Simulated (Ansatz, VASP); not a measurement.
CO2 in VASP and in Ansatz

INCAR

```
PREC = Accurate
ENCUT = 520
EDIFF = 1E-6
ISMEAR = 0
SIGMA = 0.1
LREAL = F
LASPH = T
NELM = 80
ALGO = Normal
ISIF = 2
LWAVE = F
LCHARG = F
GGA = PE
NBANDS = 15
```

KPOINTS

```
regular mesh
0
Gamma
  6 6 6
```

Contents of POSCAR:

```
CO2
1.0
    0.0000000000      2.2778525687      2.2778525687
    2.2778525687      0.0000000000      2.2778525687
    2.2778525687      2.2778525687      0.0000000000
C O
1 2
Direct
    0.0000000000      0.0000000000      0.0000000000
    0.2500000000      0.2500000000      0.2500000000
    0.7500000000      0.7500000000      0.7500000000
```

Input for Ansatz:

```yaml
crystal:
  lattice:
    - [0.0, 2.2778525687, 2.2778525687]
    - [2.2778525687, 0.0, 2.2778525687]
    - [2.2778525687, 2.2778525687, 0.0]
  atoms:
    - { symbol: C, position: [0.0, 0.0, 0.0] }
    - { symbol: O, position: [0.25, 0.25, 0.25] }
    - { symbol: O, position: [0.75, 0.75, 0.75] }
basis:
  ecutwfc: 420
kpoints:
  mp_grid: { grid: [6, 6, 6] }
hamiltonian:
  xc: pbe
scf:
  occupations: { method: gaussian, width: 0.1 }
output:
  forces: true
  stress: true
  eigenvalues: true
```

Alike in both runs: task single point; functional PBE; k mesh 6 × 6 × 6; occupations gaussian, width 0.1 eV; no spin polarisation.

```csv
,VASP,Ansatz
version,VASP 6.6.1,Ansatz 0.2.0
potentials or method,"VASP PAW PBE potentials, release 64 (C, O), cutoff 520 eV","scalar-relativistic, plane waves, PAW"
valence electrons in the cell,16,16
```

|  | VASP | Ansatz | Ansatz less VASP |
| --- | --- | --- | --- |
| gap on the k mesh at the Fermi level (eV) | none | none | - |
| pressure (GPa) | -5.9 | -5.7 | +0.16 |

A gap of «none» marks a metal or a gap that the smearing closes.

The k mesh is coarse, so the values compare programs but aren't converged.
